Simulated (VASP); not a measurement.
# BeSi (L10 type) in VASP: notebook

The runs below take BeSi (L10 type) through electric field gradients, with PBE, revPBE.

Program: VASP 6.6.1. These are calculated values, not measurements. Logs are shortened: lines on timing, memory, paths and dates and some standing lists are left out, and cuts for length are marked.

## (1) The cell of the first run

It takes space group P4/mmm (No. 123, tetragonal). The conventional cell has a = 2.518 Å, b = 2.518 Å, c = 3.522 Å, α = 90.00°, β = 90.00°, γ = 90.00°. Within 3.3 Å of Be (site symmetry 4/mmm) lie 8 Si at 2.50 Å and 4 Be at 2.52 Å. Si (site symmetry 4/mmm) has 8 Be at 2.50 Å and 4 Si at 2.52 Å within 3.3 Å.

## (2) Electric field gradients, PBE (z stretched by +3 % at fixed volume)

INCAR

```
PREC     = Accurate       # precision mode
ENCUT    = 520            # plane-wave cutoff, eV
EDIFF    = 1E-8           # SCF threshold, eV
ISMEAR   = -1             # smearing method
SIGMA    = 0.05           # smearing width, eV
LREAL    = False          # projectors in reciprocal space
LASPH    = True           # aspherical terms in the spheres
NELM     = 60             # most SCF steps
ALGO     = Normal         # electronic algorithm
ISIF     = 2              # what is computed and relaxed
LWAVE    = False          # write WAVECAR
LCHARG   = False          # write CHGCAR
GGA      = PE             # functional
LEFG     = True         
NBANDS   = 10             # bands
```

KPOINTS

```
Automatic mesh
0
Gamma
  14 14 11
```

POSCAR

```
BeSi
1.0
    2.5181832343      0.0000000000      0.0000000000
    0.0000000000      2.5181832343      0.0000000000
    0.0000000000      0.0000000000      3.5222731301
Be Si
1 1
Direct
    0.0000000000      0.0000000000      0.0000000000
    0.5000000000      0.5000000000      0.5000000000
```

Potentials or basis: VASP PAW PBE potentials, release 64 (Be, Si).

Started as:

```console
cat potpaw_PBE.64/Be/POTCAR potpaw_PBE.64/Si/POTCAR > POTCAR
mpirun -np 1 vasp_std > vasp.out
```

OUTCAR:

```text
PREC = Accurate
   ENCUT = 520
   EDIFF = 1E-8
   ISMEAR = -1
   LREAL = False
   LASPH = True
   NELM = 60
   ISIF = 2
   GGA = PE

 ion  position               nearest neighbor table
   1  0.000  0.000  0.000-   2 2.50   2 2.50   2 2.50   2 2.50   2 2.50   2 2.50   2 2.50   2 2.50

   2  0.500  0.500  0.500-   1 2.50   1 2.50   1 2.50   1 2.50   1 2.50   1 2.50   1 2.50   1 2.50

  LATTYP: Found a simple tetragonal cell.
 ALAT       =     2.5181832343
 C/A-ratio  =     1.3987358355

  Lattice vectors:

 A1 = (   2.5181832343,   0.0000000000,   0.0000000000)
 A2 = (   0.0000000000,   2.5181832343,   0.0000000000)
 A3 = (   0.0000000000,   0.0000000000,   3.5222731301)

Analysis of symmetry for initial positions (statically):
=====================================================================
 Subroutine PRICEL returns:
 Original cell was already a primitive cell.

 Routine SETGRP: Setting up the symmetry group for a
 simple tetragonal supercell.

 Subroutine GETGRP returns: Found 16 space group operations
 (whereof 16 operations were pure point group operations)
 out of a pool of 16 trial point group operations.

The static configuration has the point symmetry D_4h.

Analysis of symmetry for dynamics (positions and initial velocities):
=====================================================================
 Subroutine PRICEL returns:
 Original cell was already a primitive cell.

 Routine SETGRP: Setting up the symmetry group for a
 simple tetragonal supercell.

 Subroutine GETGRP returns: Found 16 space group operations
 (whereof 16 operations were pure point group operations)
 out of a pool of 16 trial point group operations.

The dynamic configuration has the point symmetry D_4h.

 Subroutine INISYM returns: Found 16 space group operations
 (whereof 16 operations are pure point group operations),
 and found     1 'primitive' translations

----------------------------------------------------------------------------------------

                                     Primitive cell

  volume of cell :      22.3356

  direct lattice vectors                    reciprocal lattice vectors
     2.518183234  0.000000000  0.000000000     0.397111690  0.000000000  0.000000000
[... 133 lines left out ...]

 E-fermi :   9.3401     XC(G=0): -10.9768

 val. band max:        9.3055816920   @ k =   0.3571   0.3571   0.1818
 cond. band min:       9.3653169052   @ k =   0.5000   0.1429   0.1818
 fundamental gap:      0.0597352132
 Fermi energy:         9.3400764525

 k-point     1 :       0.0000    0.0000    0.0000
  band No.  band energies     occupation
      1      -4.6825      2.00000
      2       5.1403      2.00000
      3       8.6781      2.00000
      4      14.9796      0.00000
      5      14.9796      0.00000
      6      16.0814      0.00000
      7      21.5631      0.00000
      8      24.0114      0.00000
      9      24.0579      0.00000
     10      24.0579      0.00000
[... 287 lines left out ...]
 k-point    24 :       0.3571    0.2143    0.0000
  band No.  band energies     occupation
      1      -0.9753      2.00000
      2       5.0466      2.00000
      3       8.9295      1.99946
      4      10.9253      0.00000
      5      12.6031      0.00000
      6      15.0446      0.00000
      7      16.5715      0.00000
      8      17.4136      0.00000
      9      21.5218      0.00000
     10      24.1078      0.00000

 [... further k-points ...]

------------------------ aborting loop because EDIFF is reached ----------------------------------------

  FORCE on cell =-STRESS in cart. coord.  units (eV):
  Direction    XX          YY          ZZ          XY          YZ          ZX
  --------------------------------------------------------------------------------------
  -------------------------------------------------------------------------------------
  Total        0.2009492      0.2009492     -0.6149714      0.0000000      0.0000000      0.0000000
  in kB       14.4144871     14.4144871    -44.1131266      0.0000000      0.0000000      0.0000000
  external PRESSURE =      -5.0947175 kB  Pullay stress =       0.0000000 kB

 VOLUME and BASIS-vectors are now :
 -----------------------------------------------------------------------------
  energy-cutoff  :      520.00
  volume of cell :       22.34
      direct lattice vectors                 reciprocal lattice vectors
     2.518183234  0.000000000  0.000000000     0.397111690  0.000000000  0.000000000
     0.000000000  2.518183234  0.000000000     0.000000000  0.397111690  0.000000000
     0.000000000  0.000000000  3.522273130     0.000000000  0.000000000  0.283907569

 POSITION                                       TOTAL-FORCE (eV/Angst)
 -----------------------------------------------------------------------------------
      0.00000      0.00000      0.00000         0.000000      0.000000      0.000000
      1.25909      1.25909      1.76114         0.000000      0.000000      0.000000
 -----------------------------------------------------------------------------------
    total drift:                                0.000000     -0.000000     -0.000000

  FREE ENERGIE OF THE ION-ELECTRON SYSTEM (eV)
  ---------------------------------------------------
  free  energy   TOTEN  =        -8.4011851523 eV

  energy  without entropy=       -8.3962948334  energy(sigma->0) =       -8.39873999

 Electric field gradients (V/A^2)
---------------------------------------------------------------------
 ion       V_xx      V_yy      V_zz      V_xy      V_xz      V_yz
---------------------------------------------------------------------
   1       0.282     0.282    -0.564     0.000     0.000     0.000
   2       1.368     1.368    -2.735    -0.000    -0.000    -0.000
---------------------------------------------------------------------

 Electric field gradients after diagonalization (V/A^2)
 (convention: |V_zz| > |V_xx| > |V_yy|)
----------------------------------------------------------------------
 ion       V_xx      V_yy      V_zz     asymmetry (V_yy - V_xx)/ V_zz
----------------------------------------------------------------------
   1       0.282     0.282    -0.564       0.000
   2       1.368     1.368    -2.735       0.000
----------------------------------------------------------------------

           NMR quadrupolar parameters

 Cq : quadrupolar parameter    Cq=e*Q*V_zz/h
 eta: asymmetry parameters     (V_yy - V_xx)/ V_zz
 Q  : nuclear electric quadrupole moment in mb (millibarn)
----------------------------------------------------------------------
 ion       Cq(MHz)       eta       Q (mb)
----------------------------------------------------------------------
   1      -0.001       0.000       1.000
   2      -0.007       0.000       1.000
----------------------------------------------------------------------
```

OSZICAR:

```text
N       E                     dE             d eps       ncg     rms          rms(c)
DAV:   1     0.174786049102E+01    0.17479E+01   -0.28813E+03  4336   0.508E+02
DAV:   2    -0.823940162289E+01   -0.99873E+01   -0.96034E+01  6008   0.742E+01
DAV:   3    -0.845619446306E+01   -0.21679E+00   -0.21392E+00  5582   0.831E+00
DAV:   4    -0.845696674505E+01   -0.77228E-03   -0.77198E-03  5472   0.617E-01
DAV:   5    -0.845697096673E+01   -0.42217E-05   -0.42216E-05  5214   0.384E-02    0.361E+00
DAV:   6    -0.841573232237E+01    0.41239E-01   -0.44231E-02  5456   0.820E-01    0.202E+00
DAV:   7    -0.840192547055E+01    0.13807E-01   -0.23140E-02  5670   0.641E-01    0.216E-01
DAV:   8    -0.840125277083E+01    0.67270E-03   -0.13242E-03  5056   0.175E-01    0.771E-02
DAV:   9    -0.840118736889E+01    0.65402E-04   -0.56199E-05  5306   0.495E-02    0.484E-02
DAV:  10    -0.840118583081E+01    0.15381E-05   -0.24749E-06  5002   0.706E-03    0.265E-02
DAV:  11    -0.840118523423E+01    0.59658E-06   -0.12042E-06  4962   0.446E-03    0.134E-03
DAV:  12    -0.840118515151E+01    0.82719E-07   -0.75964E-08  5096   0.164E-03    0.197E-04
DAV:  13    -0.840118515232E+01   -0.80644E-09   -0.12243E-09  2730   0.223E-04
   1 F= -.84011852E+01 E0= -.83987400E+01  d E =-.489032E-02
```

stdout:

```text
POSCAR found type information on POSCAR BeSi
 POSCAR found :  2 types and       2 ions
 scaLAPACK will be used
 LDA part: xc-table for (Slater+PW92), standard interpolation
 POSCAR, INCAR and KPOINTS ok, starting setup
 FFT: planning ... GRIDC
 FFT: planning ... GRID_SOFT
 FFT: planning ... GRID
 WAVECAR not read
 entering main loop
ion   1

ion   2
```

Wall time 65 s (1 thread of Intel Xeon 8259CL, shared host); peak memory 0.16 GiB.

What came out:

| Property | Result |
| --- | --- |
| Free energy | -8.4012 eV |
| Pressure | -0.5 GPa |
| Band gap on the k mesh | zero (bands 3 and 4 overlap by 10.28 eV) |
| Largest electric field gradient by atom | Be -0.6; Si -2.7 V/Å² |

Levels at points of the mesh, in eV from the Fermi level:
| k point | band 1 | band 2 | band 3 | band 4 | band 5 | band 6 | band 7 |
| --- | --- | --- | --- | --- | --- | --- | --- |
| (0.00, 0.00, 0.00) | -14.02 | -4.20 | -0.66 | 5.64 | 5.64 | 6.74 | 12.22 |
| (0.50, 0.00, 0.00) | -9.30 | -7.93 | 1.15 | 1.36 | 2.80 | 5.59 | 9.98 |
| (0.50, 0.50, 0.00) | -4.53 | -4.53 | -2.71 | -0.63 | 5.62 | 6.04 | 6.06 |

Electric field gradients, principal values (V/Å²):
| atom | least | middle | greatest (by size) |
| --- | --- | --- | --- |
| 1 Be | 0.282 | 0.282 | -0.564 |
| 2 Si | 1.368 | 1.368 | -2.735 |

Caveat: without QUAD_EFG the Cq values of the log hold for a quadrupole moment of 1 mb, not for the nuclei.

[end of part 1 of 2]
